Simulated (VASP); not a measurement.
# SnSe2 (P-3m1) in VASP: further runs

The runs below take SnSe2 through single point, with PBE, PBE0, PBE-based screened hybrid.

All numbers are computed with VASP 6.6.1; they aren't measurements. Logs are shortened: lines on timing, memory, paths and dates and some standing lists are left out, and cuts for length are marked.

### Step 1. The cell of the first run

It takes space group P-3m1 (No. 164, trigonal). Conventional cell: a = 3.839 Å, b = 3.839 Å, c = 6.047 Å, α = 90.00°, β = 90.00°, γ = 120.00°. Within 3.6 Å of Sn (site symmetry -3m) lie 6 Se at 2.73 Å. Within 3.6 Å of Se (site symmetry 3m) lie 3 Sn at 2.73 Å.

### Step 2. Single point, PBE

Contents of INCAR:

```
ALGO     = Normal         # electronic algorithm
EDIFF    = 1E-7           # SCF threshold, eV
ENCUT    = 520            # plane-wave cutoff, eV
GGA      = PE             # functional
ISIF     = 2              # what is computed and relaxed
ISMEAR   = 0              # smearing method
LASPH    = T              # aspherical terms in the spheres
LCHARG   = F              # write CHGCAR
LREAL    = F              # projectors in reciprocal space
LWAVE    = F              # write WAVECAR
NBANDS   = 20             # bands
NELM     = 60             # most SCF steps
PREC     = Accurate       # precision mode
SIGMA    = 0.05           # smearing width, eV
```

Contents of KPOINTS:

```
k-points
0
Gamma
  4 4 2
```

Contents of POSCAR:

```
SnSe2
1.0
    3.8393021242      0.0000000000      0.0000000000
   -1.9196510621      3.3249331724      0.0000000000
    0.0000000000      0.0000000000      6.0468501552
Sn Se
1 2
Direct
    0.0000000000      0.0000000000      0.0000000000
    0.3333333333      0.6666666667      0.2638113996
    0.6666666667      0.3333333333      0.7361886004
```

Potentials or basis: VASP PAW PBE potentials, release 64 (Sn_d, Se).

Started as:

```bash
$ cat potpaw_PBE.64/Sn_d/POTCAR potpaw_PBE.64/Se/POTCAR > POTCAR
$ mpirun -np 1 vasp_std > vasp.out
```

OUTCAR:

```text
EDIFF = 1E-7
   ENCUT = 520
   GGA = PE
   ISIF = 2
   ISMEAR = 0
   LASPH = T
   LREAL = F
   NELM = 60
   PREC = Accurate

 ion  position               nearest neighbor table
   1  0.000  0.000  0.000-   2 2.73   3 2.73   3 2.73   2 2.73   3 2.73   2 2.73
   2  0.333  0.667  0.264-   1 2.73   1 2.73   1 2.73
   3  0.667  0.333  0.736-   1 2.73   1 2.73   1 2.73

  LATTYP: Found a hexagonal cell.
 ALAT       =     3.8393021242
 C/A-ratio  =     1.5749867970

  Lattice vectors:

 A1 = (   3.8393021242,   0.0000000000,   0.0000000000)
 A2 = (  -1.9196510621,   3.3249331724,   0.0000000000)
 A3 = (   0.0000000000,   0.0000000000,   6.0468501552)

Analysis of symmetry for initial positions (statically):
=====================================================================
 Subroutine PRICEL returns:
 Original cell was already a primitive cell.

 Routine SETGRP: Setting up the symmetry group for a
 hexagonal supercell.

 Subroutine GETGRP returns: Found 12 space group operations
 (whereof 12 operations were pure point group operations)
 out of a pool of 24 trial point group operations.

The static configuration has the point symmetry D_3d.

Analysis of symmetry for dynamics (positions and initial velocities):
=====================================================================
 Subroutine PRICEL returns:
 Original cell was already a primitive cell.

 Routine SETGRP: Setting up the symmetry group for a
 hexagonal supercell.

 Subroutine GETGRP returns: Found 12 space group operations
 (whereof 12 operations were pure point group operations)
 out of a pool of 24 trial point group operations.

The dynamic configuration has the point symmetry D_3d.

 Subroutine INISYM returns: Found 12 space group operations
 (whereof 12 operations are pure point group operations),
 and found     1 'primitive' translations

----------------------------------------------------------------------------------------

                                     Primitive cell

  volume of cell :      77.1906

  direct lattice vectors                    reciprocal lattice vectors
     3.839302124  0.000000000  0.000000000     0.260464003  0.150378962  0.000000000
    -1.919651062  3.324933172  0.000000000     0.000000000  0.300757924  0.000000000
     0.000000000  0.000000000  6.046850155     0.000000000  0.000000000  0.165375356

  length of vectors
     3.839302124  3.839302124  6.046850155     0.300757924  0.300757924  0.165375356

  position of ions in fractional coordinates (direct lattice)
     0.000000000  0.000000000  0.000000000
     0.333333333  0.666666667  0.263811400
     0.666666667  0.333333333  0.736188600

  ion indices of the primitive-cell ions
   primitive index   ion index
                 1           1
                 2           2
                 3           3

----------------------------------------------------------------------------------------

 KPOINTS: k-points

Automatic generation of k-mesh.
 Grid dimensions read from file:
 generate k-points for:    4    4    2

 Generating k-lattice:

  Cartesian coordinates                     Fractional coordinates (reciprocal lattice)
     0.065116001  0.037594741  0.000000000     0.250000000  0.000000000  0.000000000
     0.000000000  0.075189481  0.000000000     0.000000000  0.250000000  0.000000000
     0.000000000  0.000000000  0.082687678     0.000000000  0.000000000  0.500000000

  Length of vectors
     0.075189481  0.075189481  0.082687678

  Shift w.r.t. Gamma in fractional coordinates (k-lattice)
     0.000000000  0.000000000  0.000000000

 Subroutine IBZKPT returns following result:
 ===========================================

 Found      8 irreducible k-points:

 Following reciprocal coordinates:
            Coordinates               Weight
  0.000000  0.000000  0.000000      1.000000
  0.250000  0.000000  0.000000      6.000000
  0.500000  0.000000  0.000000      3.000000
  0.250000  0.250000  0.000000      6.000000
  0.000000  0.000000  0.500000      1.000000
  0.250000  0.000000  0.500000      6.000000
  0.500000  0.000000  0.500000      3.000000
  0.250000  0.250000  0.500000      6.000000
   k-points           NKPTS =      8   k-points in BZ     NKDIM =      8   number of bands    NBANDS=     20
   number of dos      NEDOS =    301   number of ions     NIONS =      3
   total plane-waves  NPLWV =  43200
   dimension x,y,z NGX =    30 NGY =   30 NGZ =   48
   dimension x,y,z NGXF=    60 NGYF=   60 NGZF=   96
   ions per type =               1   2
   NGX,Y,Z   is equivalent  to a cutoff of  12.99, 12.99, 13.20 a.u.
   NGXF,Y,Z  is equivalent  to a cutoff of  25.98, 25.98, 26.39 a.u.
 SYSTEM =  unknown system
   PREC   = accura    normal or accurate (medium, high low for compatibility)
   ISTART =      0    job   : 0-new  1-cont  2-samecut
   ICHARG =      2    charge: 1-file 2-atom 10-const
   ISPIN  =      1    spin polarized calculation?
   LNONCOLLINEAR =      F non collinear calculations
   LSORBIT =      F    spin-orbit coupling
   LASPH  =      T    aspherical Exc in radial PAW
   ENCUT  =  520.0 eV  38.22 Ry    6.18 a.u.   7.14  7.14 11.24*2*pi/ulx,y,z
   NELM   =     60;   NELMIN=  2; NELMDL= -5     # of ELM steps
   EDIFF  = 0.1E-06   stopping-criterion for ELM
   LREAL  =      F    real-space projection
   EDIFFG = 0.1E-05   stopping-criterion for IOM
   NSW    =      0    number of steps for IOM
   IBRION =     -1    ionic relax: 0-MD 1-quasi-New 2-CG
   NFREE  =      0    steps in history (QN), initial steepest desc. (CG)
   ISIF   =      2    stress and relaxation
   ISYM   =      2    0-nonsym 1-usesym 2-fastsym
   POTIM  = 0.5000    time-step for ionic-motion
   TEBEG  =    0.0;   TEEND  =   0.0 temperature during run
   PSTRESS=    0.0 pullay stress
   NELECT =      26.0000    total number of electrons
   NUPDOWN=      -1.0000    fix difference up-down
   EMIN   =  10.00;   EMAX   =-10.00  energy-range for DOS
   EFERMI =   0.00;   METHOD = LEGACY
   ISMEAR =     0;   SIGMA  =   0.05  broadening in eV -4-tet -1-fermi 0-gaus
   EFERMI_NEDOS =   21; number of points for ismear=-14 and -15
   IALGO  =     38    algorithm
   IMIX   =      4    mixing-type and parameters
     AMIX     =   0.40;   BMIX     =  1.00
     AMIX_MAG =   1.60;   BMIX_MAG =  1.00
  volume/ion in A,a.u.               =      25.73       173.64
  Fermi-wavevector in a.u.,A,eV,Ry     =   1.139054  2.152501 17.652811  1.297445
  Thomas-Fermi vector in A             =   2.275758
   LORBIT       =      0    0 simple, 1 ext, 2 COOP (PROOUT), +10 PAW based schemes
   GGA     = PE    functional components
   LHFCALC =     F    Hartree Fock is set to
   AEXX    =    0.0000 exact exchange contribution
   IVDW    =     0    specifies the selected vdW correction
   LEPSILON=     F    determine dielectric tensor
   LRPA    =     F    only Hartree local field effects (RPA)
 non-spin polarized calculation
 Gauss-broadening in eV      SIGMA  =   0.05
  energy-cutoff  :      520.00
  volume of cell :       77.19
 maximum number of plane-waves:      2104
 NGX is ok and might be reduce to    30
   NGX = 15   NGY = 15   NGZ = 23

 number of electron      26.0000002 magnetization

 Free energy of the ion-electron system (eV)
  ---------------------------------------------------
  ext. energy  EPLUGINS =         0.00000000
  ---------------------------------------------------
  free energy    TOTEN  =       -11.72157610 eV

  energy without entropy =      -11.72157610  energy(sigma->0) =      -11.72157610

 E-fermi :   4.4629     XC(G=0):  -9.5194

 val. band max:        4.2250323314   @ k =   0.0000   0.0000   0.0000
 cond. band min:       4.9601000711   @ k =   0.5000   0.0000   0.5000
 fundamental gap:      0.7350677398
 Fermi energy:         4.4628612573

 k-point     1 :       0.0000    0.0000    0.0000
  band No.  band energies     occupation
      1     -17.0403      2.00000
      2     -17.0403      2.00000
      3     -17.0133      2.00000
      4     -16.9990      2.00000
      5     -16.9990      2.00000
      6      -9.5407      2.00000
[... 12 lines left out ...]
     19      13.2401      0.00000
     20      13.2401      0.00000

 k-point     2 :       0.2500    0.0000    0.0000
  band No.  band energies     occupation
      1     -17.0631      2.00000
      2     -17.0266      2.00000
      3     -17.0114      2.00000
      4     -16.9966      2.00000
      5     -16.9930      2.00000
      6      -8.9735      2.00000
[... 12 lines left out ...]
     19      12.4178      0.00000
     20      13.8623      0.00000

 k-point     3 :       0.5000    0.0000    0.0000
  band No.  band energies     occupation
      1     -17.0888      2.00000
      2     -17.0228      2.00000
      3     -17.0200      2.00000
      4     -16.9805      2.00000
      5     -16.9768      2.00000
      6      -7.9988      2.00000
[... 12 lines left out ...]
     19      14.3667      0.00000
     20      15.2975      0.00000

 k-point     4 :       0.2500    0.2500    0.0000
  band No.  band energies     occupation
      1     -17.0697      2.00000
      2     -17.0382      2.00000
      3     -17.0066      2.00000
      4     -16.9956      2.00000
      5     -16.9793      2.00000
      6      -8.0853      2.00000
[... 12 lines left out ...]
     19      11.5249      0.00000
     20      14.3110      0.00000

 k-point     5 :       0.0000    0.0000    0.5000
  band No.  band energies     occupation
      1     -17.0404      2.00000
      2     -17.0404      2.00000
      3     -17.0131      2.00000
      4     -16.9991      2.00000
      5     -16.9991      2.00000
      6      -9.2626      2.00000
[... 12 lines left out ...]
     19      12.5084      0.00000
     20      12.5084      0.00000

 k-point     6 :       0.2500    0.0000    0.5000
  band No.  band energies     occupation
      1     -17.0632      2.00000
      2     -17.0266      2.00000
      3     -17.0114      2.00000
      4     -16.9964      2.00000
      5     -16.9930      2.00000
      6      -8.7169      2.00000
[... 12 lines left out ...]
     19      12.6403      0.00000
     20      13.5635      0.00000

 k-point     7 :       0.5000    0.0000    0.5000
  band No.  band energies     occupation
      1     -17.0891      2.00000
      2     -17.0229      2.00000
      3     -17.0201      2.00000
      4     -16.9804      2.00000
      5     -16.9768      2.00000
      6      -7.8505      2.00000
[... 12 lines left out ...]
     19      13.5953      0.00000
     20      15.1585      0.00000

 k-point     8 :       0.2500    0.2500    0.5000
  band No.  band energies     occupation
      1     -17.0700      2.00000
      2     -17.0383      2.00000
      3     -17.0066      2.00000
      4     -16.9956      2.00000
      5     -16.9792      2.00000
      6      -7.9184      2.00000
[... 12 lines left out ...]
     19      12.6394      0.00000
     20      12.8483      0.00000

------------------------ aborting loop because EDIFF is reached ----------------------------------------

  FORCE on cell =-STRESS in cart. coord.  units (eV):
  Direction    XX          YY          ZZ          XY          YZ          ZX
  --------------------------------------------------------------------------------------
  -------------------------------------------------------------------------------------
  Total        1.4925452      1.4925452      0.7408277     -0.0000000     -0.0000000     -0.0000000
  in kB       30.9794465     30.9794465     15.3767089     -0.0000000     -0.0000000     -0.0000000
  external PRESSURE =      25.7785340 kB  Pullay stress =       0.0000000 kB

 VOLUME and BASIS-vectors are now :
 -----------------------------------------------------------------------------
  energy-cutoff  :      520.00
  volume of cell :       77.19
      direct lattice vectors                 reciprocal lattice vectors
     3.839302124  0.000000000  0.000000000     0.260464003  0.150378962  0.000000000
    -1.919651062  3.324933172  0.000000000     0.000000000  0.300757924  0.000000000
     0.000000000  0.000000000  6.046850155     0.000000000  0.000000000  0.165375356

 POSITION                                       TOTAL-FORCE (eV/Angst)
 -----------------------------------------------------------------------------------
      0.00000      0.00000      0.00000         0.000000      0.000000      0.000000
     -0.00000      2.21662      1.59523         0.000000      0.000000     -0.062285
      1.91965      1.10831      4.45162        -0.000000     -0.000000      0.062285
 -----------------------------------------------------------------------------------
    total drift:                                0.000000      0.000000     -0.000000

  FREE ENERGIE OF THE ION-ELECTRON SYSTEM (eV)
  ---------------------------------------------------
  free  energy   TOTEN  =       -11.7215760972 eV

  energy  without entropy=      -11.7215760972  energy(sigma->0) =      -11.72157610
```

Run time: 24 s. Hardware: 1 thread of Intel Xeon Platinum 8375C at 2.90GHz (Ice Lake), shared host; peak memory 0.19 GiB.

What came out:

```
Free energy            : -11.7216 eV
Pressure               : 2.6 GPa
Largest force          : 0.062 eV/Å
Band gap on the k mesh : 0.74 eV, indirect (least direct gap 0.85 eV)
```

Forces in eV/Å, atoms in the order of the input:
```
Sn   0.000  0.000  0.000
Se   0.000  0.000 -0.062
Se   0.000  0.000  0.062
```

Levels at points of the mesh, in eV from the valence-band top:
```
           k point  band 9  band 10  band 11  band 12  band 13  band 14  band 15  band 16  band 17  band 18
(0.00, 0.00, 0.00)   -0.56    -0.56    -0.38    -0.38     0.00     0.85     3.06     4.62     4.62     8.18
(0.50, 0.00, 0.00)   -4.21    -3.06    -2.50    -1.50    -0.23     1.23     3.65     5.06     5.18     6.92
(0.00, 0.00, 0.50)   -2.28    -0.72    -0.72    -0.13    -0.13     2.51     2.92     4.26     4.26     7.55
(0.50, 0.00, 0.50)   -4.84    -2.23    -1.92    -0.94    -0.81     0.74     4.04     4.66     5.86     6.09
```

Caveat: the k points lie up to 0.52 Å⁻¹ apart; spin-orbit coupling is left out, which moves the levels of the heavy elements; this functional lacks dispersion, which binds the layers, so the pressure and a relaxed spacing across them are unreliable.

### Step 3. Single point, PBE0

POSCAR is that of step 2.

Contents of INCAR.step1:

```
SYSTEM = SnSe2
PREC = Accurate ; ENCUT = 520
EDIFF = 1E-5 ; ISMEAR = 0
SIGMA = 0.05 ; LREAL = .FALSE.
LASPH = .TRUE. ; NELM = 80
ALGO = Normal ; ISIF = 2
LWAVE = .TRUE. ; LCHARG = .FALSE.
NBANDS = 20 ; GGA = PE
```

Contents of INCAR.step2:

```
SYSTEM = SnSe2
PREC = Accurate ; ENCUT = 520
EDIFF = 1E-6 ; ISMEAR = 0
SIGMA = 0.05 ; LREAL = .FALSE.
LASPH = .TRUE. ; NELM = 80
ALGO = Normal ; ISIF = 2
LWAVE = .FALSE. ; LCHARG = .FALSE.
GGA = PE ; LHFCALC = .TRUE.
AEXX = 0.25 ; PRECFOCK = Normal
NBANDS = 20 ; ISTART = 1
```

Contents of KPOINTS:

```
Automatic mesh
0
G
  4 4 2
  0 0 0
```

Potentials or basis: VASP PAW PBE potentials, release 64 (Sn_d, Se).

Started as:

```bash
$ cat potpaw_PBE.64/Sn_d/POTCAR potpaw_PBE.64/Se/POTCAR > POTCAR
$ cp INCAR.step1 INCAR
$ mpirun -np 1 vasp_std > vasp.out
$ cp INCAR.step2 INCAR
$ mpirun -np 1 vasp_std > vasp.out
```

Run time: 12 min. Hardware: 1 thread of Intel Xeon Platinum 8375C at 2.90GHz (Ice Lake), shared host; peak memory 0.22 GiB.

It converged, with:

```
Free energy            : -16.0267 eV
Pressure               : -0.8 GPa
Largest force          : 0.559 eV/Å
Band gap on the k mesh : 2.09 eV, indirect (least direct gap 2.34 eV)
```

Forces on the atoms (eV/Å):
```
Sn   0.000  0.000  0.000
Se   0.000  0.000 -0.559
Se   0.000  0.000  0.559
```

Stress tensor (GPa, compression positive):
```
-0.36  0.00  0.00
 0.00 -0.36  0.00
 0.00  0.00 -1.74
```

Levels at points of the mesh, in eV from the valence-band top:
```csv
k point,band 10,band 11,band 12,band 13,band 14,band 15,band 16,band 17
"(0.00, 0.00, 0.00)",-0.63,-0.40,-0.40,0.00,2.34,4.63,6.32,6.32
"(0.50, 0.00, 0.00)",-3.38,-2.74,-1.54,-0.25,2.59,5.25,6.75,6.78
"(0.00, 0.00, 0.50)",-0.80,-0.80,-0.13,-0.13,4.07,4.50,5.91,5.91
"(0.50, 0.00, 0.50)",-2.44,-2.08,-0.98,-0.87,2.09,5.64,6.31,7.46
```

Caveat: the k points lie up to 0.52 Å⁻¹ apart; the PAW data sets were made with another functional, which shifts forces and pressure a little; spin-orbit coupling is left out, which moves the levels of the heavy elements; this functional lacks dispersion, which binds the layers, so the pressure and a relaxed spacing across them are unreliable.

### Step 4. Single point, PBE-based screened hybrid

POSCAR is that of step 3.

Contents of INCAR.step1:

```
PREC = Accurate ; ENCUT = 520
EDIFF = 1E-5 ; ISMEAR = 0
SIGMA = 0.05 ; LREAL = False
LASPH = True ; NELM = 80
ALGO = Normal ; ISIF = 2
LWAVE = True ; LCHARG = False
GGA = PE ; NBANDS = 20
```

Contents of INCAR.step2:

```
PREC = Accurate ; ENCUT = 520
EDIFF = 1E-7 ; ISMEAR = 0
SIGMA = 0.05 ; LREAL = False
LASPH = True ; NELM = 80
ALGO = Normal ; ISIF = 2
LWAVE = False ; LCHARG = False
GGA = PE ; LHFCALC = True
AEXX = 0.1 ; HFSCREEN = 0.20787
PRECFOCK = Normal ; ISTART = 1
NBANDS = 20
```

Contents of KPOINTS:

```
Automatic mesh
0
Gamma
  4 4 2
```

Started as:

```bash
$ cat potpaw_PBE.64/Sn_d/POTCAR potpaw_PBE.64/Se/POTCAR > POTCAR
$ cp INCAR.step1 INCAR
$ mpirun -np 1 vasp_std > vasp.out
$ cp INCAR.step2 INCAR
$ mpirun -np 1 vasp_std > vasp.out
```

Run time: 14 min. Hardware: 1 thread of Intel Xeon Platinum 8375C at 2.90GHz (Ice Lake), shared host; peak memory 0.32 GiB.

Results (log left out):

| Item | Value |
| --- | --- |
| Free energy | -12.7783 eV |
| Pressure | 1.3 GPa |
| Largest force | 0.262 eV/Å |
| Band gap on the k mesh | 0.97 eV, indirect (least direct gap 1.14 eV) |

Forces in eV/Å, atoms in the order of the input:
```
Sn   0.000  0.000  0.000
Se   0.000  0.000 -0.262
Se   0.000  0.000  0.262
```

Stress tensor (GPa, compression positive):
```
1.81 0.00 0.00
0.00 1.81 0.00
0.00 0.00 0.30
```

Levels at points of the mesh, in eV from the valence-band top:
```
           k point  band 9  band 10  band 11  band 12  band 13  band 14  band 15  band 16  band 17  band 18
(0.00, 0.00, 0.00)   -0.59    -0.59    -0.39    -0.39     0.00     1.14     3.39     4.99     4.99     8.57
(0.50, 0.00, 0.00)   -4.37    -3.18    -2.59    -1.51    -0.24     1.47     3.98     5.43     5.50     7.37
(0.00, 0.00, 0.50)   -2.36    -0.75    -0.75    -0.14    -0.14     2.83     3.25     4.61     4.61     7.94
(0.50, 0.00, 0.50)   -5.02    -2.31    -1.98    -0.95    -0.83     0.97     4.38     5.01     6.19     6.51
```

Caveat: the k points lie up to 0.52 Å⁻¹ apart; the PAW data sets were made with another functional, which shifts forces and pressure a little; spin-orbit coupling is left out, which moves the levels of the heavy elements. A k mesh can miss the band edges.

### Step 5. Overview

| level | grid for exact exchange (PRECFOCK) | share of exact exchange | screening parameter | gap on the mesh (eV) | pressure (GPa) | largest force (eV/Å) |
| --- | --- | --- | --- | --- | --- | --- |
| PBE | - | - | - | 0.74 | 2.6 | 0.06 |
| PBE0 | Normal | - | - | 2.09 | -0.8 | 0.56 |
| PBE-based screened hybrid | Normal | 0.1 | 0.20787 1/Å | 0.97 | 1.3 | 0.26 |

Alike in all rows: task single point; potentials or basis VASP PAW PBE potentials, release 64 (Sn_d, Se); no spin polarisation; cell as given; k mesh 4 × 4 × 2; cutoff (eV) 520; smearing gaussian 0.05 eV.

Caveats: all runs use coarse meshes; spin-orbit coupling is left out, which moves the levels of the heavy elements; this functional lacks dispersion, which binds the layers, so the pressure and a relaxed spacing across them are unreliable (some runs); the PAW data sets were made with another functional, which shifts forces and pressure a little (some runs).

Total energies depend on the potentials used, so only differences within one code and one set of settings carry meaning.
